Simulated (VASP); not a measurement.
The system is C.

```xyz
8
Lattice="2.3117 -2.5006 0.0000 2.3117 2.5006 0.0000 0.0000 0.0000 4.3422" Properties=species:S:1:pos:R:3 pbc="T T T"
C     3.8626    0.6726    1.8458
C     3.8626   -0.6726    4.0169
C     0.7609   -0.6726    4.0169
C     3.8626    0.6726    0.3253
C     0.7609   -0.6726    2.4964
C     0.7609    0.6726    1.8458
C     3.8626   -0.6726    2.4964
C     0.7609    0.6726    0.3253
```

- Program: VASP 6.6.1
- Task: relaxation of cell and atoms
- Functional: PBE
- Potentials or basis: VASP PAW PBE potentials, release 64 (C)
- Cutoff: 600 eV
- k mesh: 6 × 6 × 4
- Occupations: gaussian, width 0.1 eV
- Spin: no spin polarisation

At the start: pressure 25.1 GPa; volume 6.28 Å³/atom.

Question: Where does the relaxation end?

Answer: Over 13 steps the energy falls by 81.8 meV/atom and the volume is 6.64 Å³/atom (+5.9 %); space group Cmcm (No. 63, to 0.05 Å).

Step by step:
```tsv
step	energy change (eV)	largest force (eV/Å)	pressure (GPa)	volume (Å³)
1	0.0000	2.8165	25.14	50.20
2	3.0980	8.2236	-9.93	57.68
3	-0.5520	0.7122	4.06	52.12
4	-0.5550	0.5852	5.09	52.00
5	-0.5551	0.5550	5.38	51.96
6	-0.6006	0.3970	-3.75	53.60
7	-0.6112	0.1941	-1.13	53.10
8	-0.6400	0.1356	-1.78	53.34
9	-0.6407	0.1889	-1.89	53.39
10	-0.6499	0.2171	1.21	53.05
11	-0.6528	0.0981	0.17	53.16
12	-0.6538	0.0841	0.20	53.16
13	-0.6542	0.0338	0.19	53.16
```

Final structure:
```xyz
8
Lattice="2.4261 -2.4819 0.0000 2.4261 2.4819 0.0000 0.0000 0.0000 4.4141" Properties=species:S:1:pos:R:3 pbc="T T T"
C     4.0546    0.7078    1.8860
C     4.0546   -0.7078    4.0931
C     0.7977   -0.7078    4.0931
C     4.0546    0.7078    0.3210
C     0.7977   -0.7078    2.5281
C     0.7977    0.7078    1.8860
C     4.0546   -0.7078    2.5281
C     0.7977    0.7078    0.3210
```
